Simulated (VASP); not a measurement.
# Bi2Te (I-42d) in VASP: further runs

Bi2Te is run at these levels: PBEsol; tasks: single point.

Program: VASP 6.6.1. These are calculated values, not measurements. Logs are shortened: lines on timing, memory, paths and dates and some standing lists are left out, and cuts for length are marked.

## 1. The cell of the first run

The typed cell holds 6 atoms: a = 6.466 Å, b = 6.466 Å, c = 6.466 Å, α = 103.09°, β = 103.09°, γ = 123.16°.

## 2. Single point, PBEsol (33.17 Å³/atom)

File INCAR:

```
  PREC = Accurate
  ENCUT = 520
  EDIFF = 1E-6
  ISMEAR = 0
  SIGMA = 0.1
  LREAL = False
  LASPH = True
  NELM = 60
  ALGO = Fast
  ISIF = 2
  LWAVE = False
  LCHARG = False
  GGA = PS
  NBANDS = 45
```

File KPOINTS:

```
regular mesh
0
Gamma
  8 8 8
```

File POSCAR:

```
Bi2Te
1.0
   -4.0209892881      4.0209892881      3.0771134190
    4.0209892881     -4.0209892881      3.0771134190
    4.0209892881      4.0209892881     -3.0771134190
Bi Te
4 2
Direct
    0.3750000000      0.6251292150      0.7501292150
    0.8750000000      0.6248707850      0.2498707850
    0.3748707850      0.1250000000      0.7498707850
    0.3751292150      0.6250000000      0.2501292150
    0.0000000000      0.0000000000      0.0000000000
    0.7500000000      0.2500000000      0.5000000000
```

Potentials or basis: VASP PAW PBE potentials, release 64 (Bi_d, Te).

Run with:

```console
$ cat potpaw_PBE.64/Bi_d/POTCAR potpaw_PBE.64/Te/POTCAR > POTCAR
$ mpirun -np 1 vasp_std > vasp.out
```

OUTCAR:

```text
PREC = Accurate
   ENCUT = 520
   EDIFF = 1E-6
   ISMEAR = 0
   LREAL = False
   LASPH = True
   NELM = 60
   ISIF = 2
   GGA = PS

 ion  position               nearest neighbor table
   1  0.375  0.625  0.750-   5 3.06   6 3.06   3 3.23   4 3.23   3 3.23   4 3.23
   2  0.875  0.625  0.250-   5 3.06   6 3.06   4 3.23   3 3.23   4 3.23   3 3.23
   3  0.375  0.125  0.750-   5 3.06   6 3.06   1 3.23   2 3.23   1 3.23   2 3.23
   4  0.375  0.625  0.250-   6 3.06   5 3.06   2 3.23   1 3.23   1 3.23   2 3.23
   5  0.000  0.000  0.000-   4 3.06   2 3.06   3 3.06   1 3.06
   6  0.750  0.250  0.500-   1 3.06   2 3.06   3 3.06   4 3.06

  LATTYP: Found a body centered tetragonal cell.
 ALAT       =     8.0419785762
 C/A-ratio  =     0.7652627745

  Lattice vectors:

 A1 = (  -4.0209892881,   4.0209892881,   3.0771134190)
 A2 = (   4.0209892881,  -4.0209892881,   3.0771134190)
 A3 = (   4.0209892881,   4.0209892881,  -3.0771134190)

Analysis of symmetry for initial positions (statically):
=====================================================================
 Subroutine PRICEL returns:
 Original cell was already a primitive cell.

 Routine SETGRP: Setting up the symmetry group for a
 body centered tetragonal supercell.

 Subroutine GETGRP returns: Found  8 space group operations
 (whereof  4 operations were pure point group operations)
 out of a pool of 16 trial point group operations.

The static configuration has the point symmetry S_4 .
 The point group associated with its full space group is D_2d.

Analysis of symmetry for dynamics (positions and initial velocities):
=====================================================================
 Subroutine PRICEL returns:
 Original cell was already a primitive cell.

 Routine SETGRP: Setting up the symmetry group for a
 body centered tetragonal supercell.

 Subroutine GETGRP returns: Found  8 space group operations
 (whereof  4 operations were pure point group operations)
 out of a pool of 16 trial point group operations.

The dynamic configuration has the point symmetry S_4 .
 The point group associated with its full space group is D_2d.

 Subroutine INISYM returns: Found  8 space group operations
 (whereof  4 operations are pure point group operations),
 and found     1 'primitive' translations

----------------------------------------------------------------------------------------

                                     Primitive cell

  volume of cell :     199.0074

[... 95 lines left out ...]
   NELM   =     60;   NELMIN=  2; NELMDL= -5     # of ELM steps
   EDIFF  = 0.1E-05   stopping-criterion for ELM
   LREAL  =      F    real-space projection
   EDIFFG = 0.1E-04   stopping-criterion for IOM
   NSW    =      0    number of steps for IOM
   IBRION =     -1    ionic relax: 0-MD 1-quasi-New 2-CG
   NFREE  =      0    steps in history (QN), initial steepest desc. (CG)
   ISIF   =      2    stress and relaxation
   ISYM   =      2    0-nonsym 1-usesym 2-fastsym
   POTIM  = 0.5000    time-step for ionic-motion
   TEBEG  =    0.0;   TEEND  =   0.0 temperature during run
   PSTRESS=    0.0 pullay stress
   NELECT =      72.0000    total number of electrons
   NUPDOWN=      -1.0000    fix difference up-down
   EMIN   =  10.00;   EMAX   =-10.00  energy-range for DOS
   EFERMI =   0.00;   METHOD = LEGACY
   ISMEAR =     0;   SIGMA  =   0.10  broadening in eV -4-tet -1-fermi 0-gaus
   EFERMI_NEDOS =   21; number of points for ismear=-14 and -15
   IALGO  =     68    algorithm
   IMIX   =      4    mixing-type and parameters
     AMIX     =   0.40;   BMIX     =  1.00
     AMIX_MAG =   1.60;   BMIX_MAG =  1.00
  volume/ion in A,a.u.               =      33.17       223.83
  Fermi-wavevector in a.u.,A,eV,Ry     =   1.166530  2.204422 18.514700  1.360792
  Thomas-Fermi vector in A             =   2.303042
   LORBIT       =      0    0 simple, 1 ext, 2 COOP (PROOUT), +10 PAW based schemes
   GGA     = PS    functional components
   LHFCALC =     F    Hartree Fock is set to
   AEXX    =    0.0000 exact exchange contribution
   IVDW    =     0    specifies the selected vdW correction
   LEPSILON=     F    determine dielectric tensor
   LRPA    =     F    only Hartree local field effects (RPA)
 non-spin polarized calculation
 RMM-DIIS sequential band-by-band and
 Gauss-broadening in eV      SIGMA  =   0.10
  energy-cutoff  :      520.00
  volume of cell :      199.01
 maximum number of plane-waves:      5388
   NGX = 25   NGY = 25   NGZ = 25

 number of electron      72.0000026 magnetization

 Free energy of the ion-electron system (eV)
  ---------------------------------------------------
  ext. energy  EPLUGINS =         0.00000000
  ---------------------------------------------------
  free energy    TOTEN  =       -24.49438832 eV

  energy without entropy =      -24.48149652  energy(sigma->0) =      -24.48794242

 E-fermi :   6.4815     XC(G=0):  -9.7535

 val. band max:        6.4712477722   @ k =  -0.3750   0.5000   0.1250
 cond. band min:       6.5008709185   @ k =   0.5000   0.0000   0.0000
 fundamental gap:      0.0296231462
 Fermi energy:         6.4814755948

 k-point     1 :       0.0000    0.0000    0.0000
  band No.  band energies     occupation
      1     -16.4937      2.00000
      2     -16.4647      2.00000
      3     -16.4580      2.00000
      4     -16.4580      2.00000
      5     -16.3916      2.00000
      6     -16.3801      2.00000
[... 1141 lines left out ...]
     44      10.5388      0.00000
     45      11.5688      0.00000

 [... further k-points ...]
[... 5 lines left out ...]
  --------------------------------------------------------------------------------------
  -------------------------------------------------------------------------------------
  Total        1.7892685      1.7892685      1.8962871      0.0000000      0.0000000      0.0000000
  in kB       14.4051160     14.4051160     15.2667061      0.0000000      0.0000000      0.0000000
  external PRESSURE =      14.6923127 kB  Pullay stress =       0.0000000 kB

 VOLUME and BASIS-vectors are now :
 -----------------------------------------------------------------------------
  energy-cutoff  :      520.00
  volume of cell :      199.01
      direct lattice vectors                 reciprocal lattice vectors
    -4.020989288  4.020989288  3.077113419     0.000000000  0.124347509  0.162489948
     4.020989288 -4.020989288  3.077113419     0.124347509  0.000000000  0.162489948
     4.020989288  4.020989288 -3.077113419     0.124347509  0.124347509  0.000000000

 POSITION                                       TOTAL-FORCE (eV/Angst)
 -----------------------------------------------------------------------------------
      4.02203      2.01049      0.76928        -0.000023     -0.000000     -0.000000
     -0.00104      2.01049      3.84639         0.000023     -0.000000     -0.000000
      2.01049      4.01995     -0.76928         0.000000      0.000023     -0.000000
      2.01049      0.00104      2.30784         0.000000     -0.000023     -0.000000
      0.00000      0.00000      0.00000         0.000000     -0.000000     -0.000000
      0.00000      4.02099      1.53856         0.000000     -0.000000      0.000000
 -----------------------------------------------------------------------------------
    total drift:                                0.000000      0.000000     -0.000000

  FREE ENERGIE OF THE ION-ELECTRON SYSTEM (eV)
  ---------------------------------------------------
  free  energy   TOTEN  =       -24.4943883212 eV

  energy  without entropy=      -24.4814965169  energy(sigma->0) =      -24.48794242
```

OSZICAR:

```text
N       E                     dE             d eps       ncg     rms          rms(c)
DAV:   1     0.805886662049E+03    0.80589E+03   -0.35023E+04  5310   0.175E+03
DAV:   2     0.764469147792E+02   -0.72944E+03   -0.71551E+03  5342   0.487E+02
DAV:   3    -0.192711379846E+02   -0.95718E+02   -0.93663E+02  6356   0.190E+02
DAV:   4    -0.243923118171E+02   -0.51212E+01   -0.50812E+01  6095   0.445E+01
DAV:   5    -0.246406156757E+02   -0.24830E+00   -0.24820E+00  7631   0.948E+00    0.618E+00
RMM:   6    -0.245018353278E+02    0.13878E+00   -0.24796E-01  5920   0.254E+00    0.370E+00
RMM:   7    -0.244970865431E+02    0.47488E-02   -0.11644E-01  6219   0.148E+00    0.969E-01
RMM:   8    -0.244938332774E+02    0.32533E-02   -0.17390E-02  6474   0.981E-01    0.114E-01
RMM:   9    -0.244943979269E+02   -0.56465E-03   -0.73600E-03  8641   0.445E-01    0.883E-02
RMM:  10    -0.244943944632E+02    0.34637E-05   -0.88991E-04  8599   0.172E-01    0.388E-02
RMM:  11    -0.244943884191E+02    0.60441E-05   -0.16147E-04  7887   0.827E-02    0.168E-02
RMM:  12    -0.244943884183E+02    0.77307E-09   -0.50620E-05  8555   0.412E-02    0.522E-03
RMM:  13    -0.244943883212E+02    0.97105E-07   -0.74858E-06  5808   0.139E-02
   1 F= -.24494388E+02 E0= -.24487942E+02  d E =-.128918E-01
```

Run time: 18 min. Hardware: 1 thread of Intel Xeon 8259CL, shared host; peak memory 0.59 GiB.

What came out:

```
Free energy            : -24.4944 eV
Pressure               : 1.5 GPa
Band gap on the k mesh : zero (bands 36 and 37 overlap by 0.19 eV)
```

Caveat: the PAW data sets were made with another functional, which shifts forces and pressure a little; spin-orbit coupling is left out, which moves the levels of the heavy elements.

## 3. Single point, PBEsol

This run uses another cell than the first one, of 34.19 Å³/atom.

File INCAR:

```
ALGO     = Fast           # electronic algorithm
EDIFF    = 1E-7           # SCF threshold, eV
ENCUT    = 520            # plane-wave cutoff, eV
GGA      = PS             # functional
ISIF     = 2              # what is computed and relaxed
ISMEAR   = 0              # smearing method
LASPH    = True           # aspherical terms in the spheres
LCHARG   = True           # write CHGCAR
LELF     = True           # ELF
LREAL    = False          # projectors in reciprocal space
LVHAR    = True         
LWAVE    = False          # write WAVECAR
NBANDS   = 45             # bands
NELM     = 60             # most SCF steps
PREC     = Accurate       # precision mode
SIGMA    = 0.1            # smearing width, eV
```

File KPOINTS:

```
k-points
0
Gamma
  8 8 8
```

File POSCAR:

```
Bi2Te
1.0
   -4.0799378557      4.0799378557      3.0812753240
    4.0799378557     -4.0799378557      3.0812753240
    4.0799378557      4.0799378557     -3.0812753240
Bi Te
4 2
Direct
    0.3750000000      0.6251359191      0.7501359191
    0.8750000000      0.6248640809      0.2498640809
    0.3748640809      0.1250000000      0.7498640809
    0.3751359191      0.6250000000      0.2501359191
    0.0000000000      0.0000000000      0.0000000000
    0.7500000000      0.2500000000      0.5000000000
```

Potentials or basis: VASP PAW PBE potentials, release 64 (Bi_d, Te).

Run with:

```console
$ cat potpaw_PBE.64/Bi_d/POTCAR potpaw_PBE.64/Te/POTCAR > POTCAR
$ mpirun -np 1 vasp_std > vasp.out
```

It took 20 min on 1 thread of Intel Xeon 8259CL, shared host; peak memory 0.63 GiB.

It converged, with:

| Quantity | Value |
| --- | --- |
| Free energy | -24.5230 eV |
| Pressure | 0.0 GPa |
| Band gap on the k mesh | zero (bands 36 and 37 overlap by 0.21 eV) |

Levels at points of the mesh, in eV from the Fermi level:
| k point | band 33 | band 34 | band 35 | band 36 | band 37 | band 38 | band 39 | band 40 |
| --- | --- | --- | --- | --- | --- | --- | --- | --- |
| (0.00, 0.00, 0.00) | -2.29 | -2.10 | -2.10 | -1.15 | 2.12 | 2.65 | 2.65 | 3.13 |
| (0.50, 0.00, 0.00) | -1.59 | -0.98 | -0.11 | 0.03 | 0.12 | 0.34 | 1.05 | 2.29 |
| (0.50, 0.50, 0.00) | -1.01 | -1.01 | -0.91 | -0.91 | -0.08 | -0.08 | 1.73 | 1.73 |
| (0.50, 0.50, 0.50) | -0.28 | -0.28 | -0.09 | -0.09 | 0.05 | 0.05 | 0.56 | 0.56 |

Caveat: the PAW data sets were made with another functional, which shifts forces and pressure a little; spin-orbit coupling is left out, which moves the levels of the heavy elements.

The gap in the log of VASP goes by the Fermi energy; the results here count the filled bands.